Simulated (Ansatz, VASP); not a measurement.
Sb in VASP and in Ansatz

```xyz
1
Lattice="3.1771 0.0000 0.0000 0.0000 3.1771 0.0000 0.0000 0.0000 3.1771" Properties=species:S:1:pos:R:3 pbc="T T T"
Sb    0.0000    0.0000    0.0000
```

Alike in both runs: task single point; functional PBEsol; k mesh 12 × 12 × 12; occupations fermi-dirac, width 0.1 eV; no spin polarisation.

```csv
,VASP,Ansatz
version,VASP 6.6.1,Ansatz 0.2.0
potentials or method,"VASP PAW PBE potentials, release 64 (Sb), cutoff 520 eV","plane waves (420 eV) with PAW, scalar-relativistic"
valence electrons in the cell,5,15
```

```tsv
	VASP	Ansatz	Ansatz less VASP
pressure (GPa)	-5.2	-5.2	-0.02
```

VASP's potentials were made for PBE, not for PBEsol, and Ansatz warns of the same on its side. VASP's potentials hold 5 valence electrons a cell and Ansatz's 15, so a difference there can come from the potentials and not from the codes.

Spin-orbit coupling is off throughout.
